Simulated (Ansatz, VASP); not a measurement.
## LiF in VASP and in Ansatz

File INCAR:

```
PREC = Accurate
ENCUT = 520
EDIFF = 1E-6
ISMEAR = 0
SIGMA = 0.05
LREAL = F
LASPH = T
NELM = 80
ALGO = Normal
ISIF = 2
LWAVE = F
LCHARG = F
NBANDS = 18
```

KPOINTS

```
Automatic mesh
0
Gamma
  9 9 6
```

The input POSCAR:

```
LiF
1.0
    3.1543799152      0.0000000000      0.0000000000
   -1.5771899576      2.7317731398      0.0000000000
    0.0000000000      0.0000000000      4.2991043865
Li F
2 2
Direct
    0.3333333333      0.6666666667      0.3839784076
    0.6666666667      0.3333333333      0.8839784076
    0.3333333333      0.6666666667      0.9910195924
    0.6666666667      0.3333333333      0.4910195924
```

Input for Ansatz:

```yaml
crystal:
  lattice:
    - [3.1543799152, 0.0, 0.0]
    - [-1.5771899576, 2.7317731398, 0.0]
    - [0.0, 0.0, 4.2991043865]
  atoms:
    - { symbol: Li, position: [0.3333333333, 0.6666666667, 0.3839784076] }
    - { symbol: Li, position: [0.6666666667, 0.3333333333, 0.8839784076] }
    - { symbol: F, position: [0.3333333333, 0.6666666667, 0.9910195924] }
    - { symbol: F, position: [0.6666666667, 0.3333333333, 0.4910195924] }
basis:
  ecutwfc: 520.0
kpoints:
  mp_grid: { grid: [9, 9, 6] }
hamiltonian:
  xc: lda
scf:
  occupations: { method: gaussian, width: 0.05 }
output:
  forces: true
  stress: true
  eigenvalues: true
  write_density: true
  write_potential: true
  elf: true
  volumetric_format: npy
```

Alike in both runs: task single point; functional LDA; k mesh 9 × 9 × 6; occupations gaussian, width 0.05 eV; no spin polarisation.

|  | VASP | Ansatz |
| --- | --- | --- |
| version | VASP 6.6.1 | Ansatz 0.2.0 |
| potentials or method | VASP PAW LDA potentials, release 64 (Li_sv, F), cutoff 520 eV | scalar-relativistic, plane waves, PAW |
| valence electrons in the cell | 20 | 20 |

Ansatz gave:

- gap on the k mesh at the Fermi level (eV): 7.71
- least direct gap on the mesh (eV): 7.71
- rms of the force components (eV/Å): 0.465

**Question.** Estimate VASP's values.

**Answer.** gap on the k mesh at the Fermi level (eV): 7.69; least direct gap on the mesh (eV): 7.69; rms of the force components (eV/Å): 0.476.

LDA's correlation is that of Perdew and Zunger in VASP and of Perdew and Wang (1992) in Ansatz. Atom by atom the forces differ by 0.011 eV/Å (rms over components).

Noted on VASP's run: the cutoff is under 1.25 times that of the potentials, so the pressure is a little rough.
